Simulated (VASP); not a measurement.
# LiBe16 (a cell with a defect) in VASP: single point with PBE

Aim: the single point of LiBe16 (a cell with a defect) with PBE.

Everything below comes from runs of VASP 6.6.1. Logs are shortened: lines on timing, memory, paths and dates and some standing lists are left out, and cuts for length are marked.

## (1) The cell of the first run

The cell holds a defect, 17 atoms: a = 4.580 Å, b = 3.966 Å, c = 7.177 Å, α = 90.00°, β = 90.00°, γ = 90.00°.

## (2) Single point, PBE

Input file INCAR:

```
ALGO     = Normal         # electronic algorithm
EDIFF    = 1E-6           # SCF threshold, eV
ENCUT    = 520            # plane-wave cutoff, eV
GGA      = PE             # functional
ISIF     = 2              # what is computed and relaxed
ISMEAR   = 0              # smearing method
LASPH    = True           # aspherical terms in the spheres
LCHARG   = True           # write CHGCAR
LELF     = True           # ELF
LREAL    = Auto         
LVHAR    = True         
LWAVE    = False          # write WAVECAR
NBANDS   = 32             # bands
NELM     = 80             # most SCF steps
PREC     = Accurate       # precision mode
SIGMA    = 0.1            # smearing width, eV
```

Input file KPOINTS:

```
k-points
0
Gamma
  4 4 3
```

Input file POSCAR:

```
LiBe16
1.0
   -2.2900000000     -3.9663960000      0.0000000000
    3.4350000000     -1.9831980000      0.0000000000
    0.0000000000      0.0000000000      7.1768600000
Be Li
16 1
Direct
    0.7506486673      0.4947474376      0.0189160719
    0.4939804255      0.3211651163      0.2536479742
    0.7453851027      0.3765330088      0.5116824071
    0.5327658550      0.4768957228      0.7647957463
    0.4964656075     -0.0144913417      0.0039974306
    0.2505268729      0.8369104917      0.2545383357
    0.5400528625     -0.0879778588      0.4854765176
    0.2171311419      0.8018210524      0.7823393517
    0.2470079134      0.5004713600      0.0115827813
    0.0006679464      0.3486735363      0.2612726178
    0.2744570533      0.5392656920      0.4867050493
   -0.0298202364      0.4054642383      0.7755204922
    0.0023343487      0.0145850534      0.0143844244
    0.7515354950      0.8384405484      0.2425541253
   -0.0336187417     -0.1360992485      0.5014973122
    0.7491592210      0.9586656816      0.7532238333
    0.2634506492      0.1615176089      0.6239156121
```

Potentials or basis: VASP PAW PBE potentials, release 64 (Be, Li_sv).

Command:

```console
> cat potpaw_PBE.64/Be/POTCAR potpaw_PBE.64/Li_sv/POTCAR > POTCAR
> mpirun -np 1 vasp_std > vasp.out
```

OUTCAR:

```text
EDIFF = 1E-6
   ENCUT = 520
   GGA = PE
   ISIF = 2
   ISMEAR = 0
   LASPH = True
   LREAL = Auto
   NELM = 80
   PREC = Accurate

 ion  position               nearest neighbor table
   1  0.751  0.495  0.019-  12 2.05   4 2.08  14 2.11  10 2.16   2 2.17  13 2.23   5 2.27   9 2.27
                             9 2.31   5 2.33  13 2.36
   2  0.494  0.321  0.254-  11 2.13   1 2.17   9 2.19   3 2.19   6 2.22   5 2.23  14 2.25  10 2.26
                            10 2.32   6 2.33   7 2.33  14 2.37
   3  0.745  0.377  0.512-   7 2.08   4 2.10  10 2.15  12 2.16  15 2.18   2 2.19  11 2.26  15 2.27
                             7 2.33
   4  0.533  0.477  0.765-   8 1.94  12 2.02  17 2.03   1 2.08   3 2.10  16 2.15   9 2.20  16 2.28
                            11 2.33
   5  0.496  0.986  0.004-  16 2.14  14 2.15   8 2.17   6 2.20   2 2.23   9 2.24  13 2.27   1 2.27
                            13 2.32   1 2.33   9 2.34
   6  0.251  0.837  0.255-  11 2.05   7 2.14  13 2.18   9 2.20  15 2.20   5 2.20   2 2.22  10 2.25
                            14 2.29  14 2.30   2 2.33  10 2.33
   7  0.540  0.912  0.485-  17 1.89  11 1.91  15 1.97  14 2.02   3 2.08   6 2.14  16 2.15   3 2.33
                             2 2.33
   8  0.217  0.802  0.782-  17 1.84  12 1.94   4 1.94   9 2.04  13 2.11   5 2.17  16 2.24  15 2.33
                            11 2.38
   9  0.247  0.500  0.012-   8 2.04  12 2.15   2 2.19   6 2.20  10 2.20   4 2.20  13 2.23   5 2.24
[... 7 lines left out ...]
  13  0.002  0.015  0.014-   8 2.11  14 2.12   6 2.18  10 2.21  16 2.22   1 2.23   9 2.23   5 2.27
                            12 2.32   5 2.32   9 2.33   1 2.36
  14  0.752  0.838  0.243-   7 2.02  15 2.11   1 2.11  13 2.12   5 2.15   2 2.25  10 2.26   6 2.29
                             6 2.30  10 2.33   2 2.37
  15  0.966  0.864  0.501-  11 1.91   7 1.97  17 2.00  16 2.10  14 2.11   3 2.18   6 2.20   3 2.27
                             8 2.33
  16  0.749  0.959  0.753-  12 2.05  15 2.10   5 2.14   4 2.15   7 2.15  13 2.22   8 2.24   4 2.28

  17  0.263  0.162  0.624-  11 1.79   8 1.84   7 1.89  12 1.98  15 2.00   4 2.03

  LATTYP: Found a simple orthorhombic cell.
 ALAT       =     3.9663962620
 B/A-ratio  =     1.1547004875
 C/A-ratio  =     1.8094157835

  Lattice vectors:

 A1 = (  -3.4350000000,   1.9831980000,   0.0000000000)
 A2 = (  -2.2900000000,  -3.9663960000,   0.0000000000)
 A3 = (   0.0000000000,   0.0000000000,   7.1768600000)

Analysis of symmetry for initial positions (statically):
=====================================================================
 Subroutine PRICEL returns:
 Original cell was already a primitive cell.

 Routine SETGRP: Setting up the symmetry group for a
 simple orthorhombic supercell.

 Subroutine GETGRP returns: Found  1 space group operations
 (whereof  1 operations were pure point group operations)
 out of a pool of  8 trial point group operations.

The static configuration has the point symmetry C_1 .

Analysis of symmetry for dynamics (positions and initial velocities):
[... 158 lines left out ...]
   IALGO  =     38    algorithm
   IMIX   =      4    mixing-type and parameters
     AMIX     =   0.40;   BMIX     =  1.00
     AMIX_MAG =   1.60;   BMIX_MAG =  1.00
  volume/ion in A,a.u.               =       7.67        51.75
  Fermi-wavevector in a.u.,A,eV,Ry     =   1.056085  1.995711 15.174786  1.115315
  Thomas-Fermi vector in A             =   2.191307
   LORBIT       =      0    0 simple, 1 ext, 2 COOP (PROOUT), +10 PAW based schemes
   GGA     = PE    functional components
   LHFCALC =     F    Hartree Fock is set to
   AEXX    =    0.0000 exact exchange contribution
   IVDW    =     0    specifies the selected vdW correction
   LEPSILON=     F    determine dielectric tensor
   LRPA    =     F    only Hartree local field effects (RPA)
 non-spin polarized calculation
 Gauss-broadening in eV      SIGMA  =   0.10
  energy-cutoff  :      520.00
  volume of cell :      130.38
 maximum number of plane-waves:      3529
 NGX is ok and might be reduce to    36
   NGX = 17   NGY = 15   NGZ = 27

 number of electron      35.0000006 magnetization

 Free energy of the ion-electron system (eV)
  ---------------------------------------------------
  ext. energy  EPLUGINS =         0.00000000
  ---------------------------------------------------
  free energy    TOTEN  =       -56.12352899 eV

  energy without entropy =      -56.11186216  energy(sigma->0) =      -56.11769557

 E-fermi :   7.2354     XC(G=0): -10.6520

 val. band max:        7.2252519745   @ k =   0.0000   0.0000   0.0000
 cond. band min:       7.3016539651   @ k =   0.5000   0.2500   0.0000
 fundamental gap:      0.0764019906
 Fermi energy:         7.2354048570

 k-point     1 :       0.0000    0.0000    0.0000
  band No.  band energies     occupation
      1     -39.4106      2.00000
      2      -4.0652      2.00000
      3      -2.1074      2.00000
      4      -1.8344      2.00000
      5       0.9849      2.00000
      6       1.0798      2.00000
[... 757 lines left out ...]
     28      13.2846      0.00000
     29      13.4723      0.00000

 [... further k-points ...]

 [bands above 29 left out]

------------------------ aborting loop because EDIFF is reached ----------------------------------------

  FORCE on cell =-STRESS in cart. coord.  units (eV):
  Direction    XX          YY          ZZ          XY          YZ          ZX
  --------------------------------------------------------------------------------------
  -------------------------------------------------------------------------------------
  Total       13.5537427     11.9295453      7.5741362     -3.4434309      0.4960345      3.6191497
  in kB      166.5611823    146.6015118     93.0781347    -42.3161293      6.0957404     44.4755275
  external PRESSURE =     135.4136096 kB  Pullay stress =       0.0000000 kB

 VOLUME and BASIS-vectors are now :
 -----------------------------------------------------------------------------
  energy-cutoff  :      520.00
  volume of cell :      130.38
      direct lattice vectors                 reciprocal lattice vectors
    -2.290000000 -3.966396000  0.000000000    -0.109170306 -0.189088533  0.000000000
     3.435000000 -1.983198000  0.000000000     0.218340611 -0.126059022  0.000000000
     0.000000000  0.000000000  7.176860000     0.000000000  0.000000000  0.139336702

 POSITION                                       TOTAL-FORCE (eV/Angst)
 -----------------------------------------------------------------------------------
     -0.01953     -3.95855      0.13576         0.072708     -0.078171      0.116743
     -0.02801     -2.59626      1.82040        -0.000822     -0.241478      0.045297
     -0.41354     -3.70323      3.67227        -0.150905     -0.094245      0.257936
      0.41810     -3.05894      5.48883        -0.069347      0.116794      0.162901
      2.24832     -3.92364      0.02869         0.115379     -0.058340     -0.117056
      2.30108     -2.65345      1.82679         0.060205     -0.047169     -0.022609
[... 9 lines left out ...]
      1.57744     -4.87269      5.40578         0.158638      0.043669     -0.279455
     -0.04849     -1.36527      4.47775         0.029902      0.153154      0.160084
 -----------------------------------------------------------------------------------
    total drift:                                0.004067     -0.001309     -0.004841

  FREE ENERGIE OF THE ION-ELECTRON SYSTEM (eV)
  ---------------------------------------------------
  free  energy   TOTEN  =       -56.1235289880 eV

  energy  without entropy=      -56.1118621613  energy(sigma->0) =      -56.11769557
```

OSZICAR:

```text
N       E                     dE             d eps       ncg     rms          rms(c)
DAV:   1     0.701903508562E+02    0.70190E+02   -0.13723E+04  1664   0.971E+02
DAV:   2    -0.471402623763E+02   -0.11733E+03   -0.10976E+03  2016   0.200E+02
DAV:   3    -0.568751604767E+02   -0.97349E+01   -0.94938E+01  2864   0.425E+01
DAV:   4    -0.573727912649E+02   -0.49763E+00   -0.49094E+00  2336   0.751E+00
DAV:   5    -0.573813557681E+02   -0.85645E-02   -0.85632E-02  2376   0.118E+00    0.472E+00
DAV:   6    -0.563055170849E+02    0.10758E+01   -0.11558E+00  2104   0.584E+00    0.260E+00
DAV:   7    -0.561547157487E+02    0.15080E+00   -0.36626E-01  2144   0.281E+00    0.139E+00
DAV:   8    -0.561228278867E+02    0.31888E-01   -0.71970E-02  2456   0.142E+00    0.459E-01
DAV:   9    -0.561233376944E+02   -0.50981E-03   -0.71766E-03  2144   0.518E-01    0.130E-01
DAV:  10    -0.561234849398E+02   -0.14725E-03   -0.92959E-04  2288   0.200E-01    0.253E-02
DAV:  11    -0.561235210375E+02   -0.36098E-04   -0.11292E-04  2336   0.711E-02    0.627E-03
DAV:  12    -0.561235276462E+02   -0.66086E-05   -0.14587E-05  2224   0.238E-02    0.209E-03
DAV:  13    -0.561235287559E+02   -0.11097E-05   -0.10508E-06  1680   0.692E-03    0.836E-04
DAV:  14    -0.561235289880E+02   -0.23212E-06   -0.65524E-07  1576   0.572E-03
   1 F= -.56123529E+02 E0= -.56117696E+02  d E =-.116668E-01
```

stdout:

```text
POSCAR found type information on POSCAR BeLi
 POSCAR found :  2 types and      17 ions
 scaLAPACK will be used
 LDA part: xc-table for (Slater+PW92), standard interpolation
 POSCAR, INCAR and KPOINTS ok, starting setup
 FFT: planning ... GRIDC
 FFT: planning ... GRID_SOFT
 FFT: planning ... GRID
 WAVECAR not read
 entering main loop
```

It took 2.6 min on 1 thread of AMD EPYC 9R45 (Zen 5), shared host; peak memory 0.22 GiB.

Results:

| Quantity | Value |
| --- | --- |
| Free energy | -56.1235 eV |
| Largest force | 0.379 eV/Å |
| Band gap on the k mesh | zero (an odd number of electrons rules out a gap without spin polarisation) |

Forces in eV/Å, atoms in the order of the input:
```
Be   0.073 -0.078  0.117
Be  -0.001 -0.241  0.045
Be  -0.151 -0.094  0.258
Be  -0.069  0.117  0.163
Be   0.115 -0.058 -0.117
Be   0.060 -0.047 -0.023
Be  -0.154 -0.038 -0.344
Be   0.108 -0.095  0.069
Be  -0.101  0.012  0.119
Be  -0.156  0.048  0.138
Be   0.090  0.078 -0.102
Be  -0.158 -0.051  0.174
Be   0.007  0.158 -0.083
Be  -0.053  0.117 -0.011
Be   0.203 -0.024 -0.285
Be   0.159  0.044 -0.279
Li   0.030  0.153  0.160
```

Caveat: the k points lie up to 0.40 Å⁻¹ apart, too coarse for converged energies and pressures of a metal; the cutoff is under 1.25 times the usual one of these potentials, so pressure, stress and relaxed cells hold a basis-set (Pulay) error.

The gap in the log of VASP goes by the Fermi energy; the results here count the filled bands.